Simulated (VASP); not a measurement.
# Zn in VASP: notebook, part 2 of 2

VASP 6.6.1.

**6. Single point, PBEsol (atoms moved at random)**

The input, INCAR:

```
PREC = Accurate
ENCUT = 520
EDIFF = 1E-7
ISMEAR = -1
SIGMA = 0.05
LREAL = F
LASPH = T
NELM = 100
ALGO = Fast
ISIF = 2
LWAVE = F
LCHARG = F
GGA = PS
NBANDS = 25
```

The input, KPOINTS:

```
regular mesh
0
Gamma
  12 12 4
```

The input, POSCAR:

```
Zn
1.0
    2.2681701736     -1.3084870100      0.0000000000
    2.2681701736      1.3084870100      0.0000000000
   -1.5917165425      0.0000000000      7.3004081919
Zn
3
Direct
    0.7957720000      0.7623420000      0.3380220000
    0.2277230000      0.2232540000      0.6708490000
   -0.0010090000      0.0084540000     -0.0005550000
```

Potentials or basis: VASP PAW PBE potentials, release 64 (Zn).

The run is started by

```console
$ cat potpaw_PBE.64/Zn/POTCAR > POTCAR
$ mpirun -np 1 vasp_std > vasp.out
```

OUTCAR:

```text
PREC = Accurate
   ENCUT = 520
   EDIFF = 1E-7
   ISMEAR = -1
   LREAL = F
   LASPH = T
   NELM = 100
   ISIF = 2
   GGA = PS

 ion  position               nearest neighbor table
   1  0.796  0.762  0.338-   2 2.85   2 2.85   3 2.86   2 2.88   3 2.91   3 2.92
   2  0.228  0.223  0.671-   3 2.82   3 2.84   3 2.84   1 2.85   1 2.85   1 2.88
   3  0.999  0.008  0.999-   2 2.82   2 2.84   2 2.84   1 2.86   1 2.91   1 2.92

  LATTYP: Found a base centered monoclinic cell.
 ALAT       =     4.5363403472
 B/A-ratio  =     0.5768910222
 C/A-ratio  =     1.6471240986
 COS(beta)  =    -0.2130265715

  Lattice vectors:

 A1 = (   2.2681701736,  -1.3084870100,   0.0000000000)
 A2 = (   2.2681701736,   1.3084870100,   0.0000000000)
 A3 = (  -1.5917165425,   0.0000000000,   7.3004081919)

Analysis of symmetry for initial positions (statically):
=====================================================================
 Subroutine PRICEL returns:
 Original cell was already a primitive cell.

 Routine SETGRP: Setting up the symmetry group for a
 base centered monoclinic supercell.

 Subroutine GETGRP returns: Found  1 space group operations
 (whereof  1 operations were pure point group operations)
 out of a pool of  4 trial point group operations.

The static configuration has the point symmetry C_1 .

Analysis of symmetry for dynamics (positions and initial velocities):
=====================================================================
 Subroutine PRICEL returns:
 Original cell was already a primitive cell.

 Routine SETGRP: Setting up the symmetry group for a
 base centered monoclinic supercell.

 Subroutine GETGRP returns: Found  1 space group operations
 (whereof  1 operations were pure point group operations)
 out of a pool of  4 trial point group operations.

The dynamic configuration has the point symmetry C_1 .

 Subroutine INISYM returns: Found  1 space group operations
 (whereof  1 operations are pure point group operations),
[... 108 lines left out ...]
   PSTRESS=    0.0 pullay stress
   NELECT =      36.0000    total number of electrons
   NUPDOWN=      -1.0000    fix difference up-down
   EMIN   =  10.00;   EMAX   =-10.00  energy-range for DOS
   EFERMI =   0.00;   METHOD = LEGACY
   ISMEAR =    -1;   SIGMA  =   0.05  broadening in eV -4-tet -1-fermi 0-gaus
   EFERMI_NEDOS =   21; number of points for ismear=-14 and -15
   IALGO  =     68    algorithm
   IMIX   =      4    mixing-type and parameters
     AMIX     =   0.40;   BMIX     =  1.00
     AMIX_MAG =   1.60;   BMIX_MAG =  1.00
  volume/ion in A,a.u.               =      14.44        97.48
  Fermi-wavevector in a.u.,A,eV,Ry     =   1.538987  2.908264 32.225138  2.368481
  Thomas-Fermi vector in A             =   2.645278
   LORBIT       =      0    0 simple, 1 ext, 2 COOP (PROOUT), +10 PAW based schemes
   GGA     = PS    functional components
   LHFCALC =     F    Hartree Fock is set to
   AEXX    =    0.0000 exact exchange contribution
   IVDW    =     0    specifies the selected vdW correction
   LEPSILON=     F    determine dielectric tensor
   LRPA    =     F    only Hartree local field effects (RPA)
 non-spin polarized calculation
 RMM-DIIS sequential band-by-band and
  energy-cutoff  :      520.00
  volume of cell :       43.33
 maximum number of plane-waves:      1191
   NGX =  9   NGY =  9   NGZ = 27

 number of electron      35.9999985 magnetization

 Free energy of the ion-electron system (eV)
  ---------------------------------------------------
  ext. energy  EPLUGINS =         0.00000000
  ---------------------------------------------------
  free energy    TOTEN  =        -4.72023991 eV

  energy without entropy =       -4.71270228  energy(sigma->0) =       -4.71647110

 E-fermi :   3.3827     XC(G=0): -11.9731

 val. band max:        3.3759748797   @ k =  -0.4167   0.2500  -0.2500
 cond. band min:       3.3866723682   @ k =  -0.3333   0.3333   0.0000
 fundamental gap:      0.0106974885
 Fermi energy:         3.3827316134

 k-point     1 :       0.0000    0.0000    0.0000
  band No.  band energies     occupation
      1      -7.5258      2.00000
      2      -5.7018      2.00000
      3      -5.6937      2.00000
      4      -4.7321      2.00000
      5      -4.4946      2.00000
      6      -4.4908      2.00000
[... 661 lines left out ...]
     24      12.5540      0.00000
     25      12.7079      0.00000

 [... further k-points ...]
[... 5 lines left out ...]
  --------------------------------------------------------------------------------------
  -------------------------------------------------------------------------------------
  Total       -0.6083469     -0.7790163      0.7377319     -0.0060690     -0.0129198     -0.1148864
  in kB      -22.4926026    -28.8028149     27.2763932     -0.2243911     -0.4776872     -4.2477309
  external PRESSURE =      -8.0063414 kB  Pullay stress =       0.0000000 kB

 VOLUME and BASIS-vectors are now :
 -----------------------------------------------------------------------------
  energy-cutoff  :      520.00
  volume of cell :       43.33
      direct lattice vectors                 reciprocal lattice vectors
     2.268170174 -1.308487010  0.000000000     0.220442013 -0.382120721  0.048063230
     2.268170174  1.308487010  0.000000000     0.220442013  0.382120721  0.048063230
    -1.591716542  0.000000000  7.300408192     0.000000000  0.000000000  0.136978642

 POSITION                                       TOTAL-FORCE (eV/Angst)
 -----------------------------------------------------------------------------------
      2.99603     -0.04374      2.46770         0.003683      0.030623     -0.026516
     -0.04491     -0.00585      4.89747         0.004239     -0.004239     -0.070124
      0.69422     -1.29610      7.29636        -0.007922     -0.026384      0.096641
 -----------------------------------------------------------------------------------
    total drift:                               -0.000870      0.000558     -0.000465

  FREE ENERGIE OF THE ION-ELECTRON SYSTEM (eV)
  ---------------------------------------------------
  free  energy   TOTEN  =        -4.7202399149 eV

  energy  without entropy=       -4.7127022821  energy(sigma->0) =       -4.71647110
```

stdout:

```text
POSCAR found type information on POSCAR Zn
 POSCAR found :  1 types and       3 ions
 scaLAPACK will be used
 -----------------------------------------------------------------------------
|                                                                             |
|                                                                             |
|     You enforced a specific xc type in the INCAR file but a different       |
|     I HOPE YOU KNOW WHAT YOU ARE DOING!                                     |
|                                                                             |
 -----------------------------------------------------------------------------

 LDA part: xc-table for (Slater+PW92), standard interpolation
 POSCAR, INCAR and KPOINTS ok, starting setup
 FFT: planning ... GRIDC
 FFT: planning ... GRID_SOFT
 FFT: planning ... GRID
 WAVECAR not read
 entering main loop
WARNING in EDDRMM: call to ZHEGV failed, returncode =   8  4     25
WARNING in EDDRMM: call to ZHEGV failed, returncode =   8  4     22
WARNING in EDDRMM: call to ZHEGV failed, returncode =   8  4     25
WARNING in EDDRMM: call to ZHEGV failed, returncode =   8  4     25
WARNING in EDDRMM: call to ZHEGV failed, returncode =   8  4     24
 num prob WARNING in EDDRMM: call to ZHEGV failed, returncode =   6  3     24
WARNING in EDDRMM: call to ZHEGV failed, returncode =   8  4     25
WARNING in EDDRMM: call to ZHEGV failed, returncode =   8  4     22
WARNING in EDDRMM: call to ZHEGV failed, returncode =   8  4     25
WARNING in EDDRMM: call to ZHEGV failed, returncode =   6  3     25
WARNING in EDDRMM: call to ZHEGV failed, returncode =   8  4     24
 num prob RMM:  14    -0.472023991494E+01    0.30408E-07   -0.28079E-07 11067   0.636E-03
```

It used 690 s of CPU time on 1 thread of AMD EPYC 7R13 Processor (Zen 3), with other jobs on the host.

What came out:

```
Free energy            : -4.7202 eV
Pressure               : -0.8 GPa
Largest force          : 0.100 eV/Å
Band gap on the k mesh : zero (band 18 reaches 4.63 eV, above the bottom of band 19 at 0.30 eV)
```

Forces in eV/Å, atoms in the order of the input:
```
Zn   0.004  0.031 -0.027
Zn   0.004 -0.004 -0.070
Zn  -0.008 -0.026  0.097
```

Stress tensor (GPa, compression positive):
```
-2.25 -0.02 -0.42
-0.02 -2.88 -0.05
-0.42 -0.05  2.73
```

Levels at points of the mesh, in eV from the Fermi level:
```csv
k point,band 15,band 16,band 17,band 18,band 19,band 20,band 21,band 22
"(0.00, 0.00, 0.00)",-7.25,-7.24,-7.10,-7.03,1.54,1.68,13.97,17.69
"(0.50, 0.00, 0.00)",-6.98,-3.05,-2.28,-1.77,0.47,1.08,2.00,6.57
"(0.00, 0.50, 0.00)",-6.98,-3.01,-2.34,-1.81,0.54,1.14,1.99,6.56
"(0.50, 0.50, 0.00)",-6.98,-2.70,-2.55,-2.00,-0.34,2.04,3.60,4.44
"(0.00, 0.00, 0.50)",-7.34,-7.21,-7.19,-3.99,-3.08,7.87,8.07,18.07
"(0.50, 0.00, 0.50)",-6.98,-2.73,-2.51,-1.98,-0.22,1.83,3.44,4.66
"(0.00, 0.50, 0.50)",-6.98,-2.74,-2.50,-2.05,-0.18,1.95,3.34,4.77
"(0.50, 0.50, 0.50)",-6.98,-3.06,-2.33,-1.69,0.63,0.92,1.80,6.85
```

Caveat: the cell differs from its parent crystal (atoms moved at random); the PAW data sets were made with another functional, which shifts forces and pressure a little.

**7. Summary**

| cell | gap on the mesh (eV) | pressure (GPa) |
| --- | --- | --- |
| a = 2.609, b = 2.609, c = 6.345 Å, angles 102.3, 102.3, 59.7°, 3 atoms | none | 20.9 |
| a = 2.518, b = 2.518, c = 7.340 Å, angles 101.1, 101.1, 60.0°, 3 atoms | none | 10.7 |
| a = 2.543, b = 2.543, c = 7.499 Å, angles 100.4, 100.4, 59.9°, 3 atoms | none | 5.6 |
| a = 2.572, b = 2.572, c = 7.714 Å, angles 99.5, 99.5, 59.9°, 3 atoms | none | 0.5 |
| a = 2.619, b = 2.619, c = 7.472 Å, angles 100.6, 100.6, 60.0°, 3 atoms | none | -0.8 |

Alike in all rows: task single point; level PBEsol; potentials or basis VASP PAW PBE potentials, release 64 (Zn); no spin polarisation; k mesh 12 × 12 × 4; cutoff (eV) 520; smearing fermi-dirac 0.05 eV.

Caveats: the PAW data sets were made with another functional, which shifts forces and pressure a little.

Absolute energies hang on the potentials; compare differences alone.
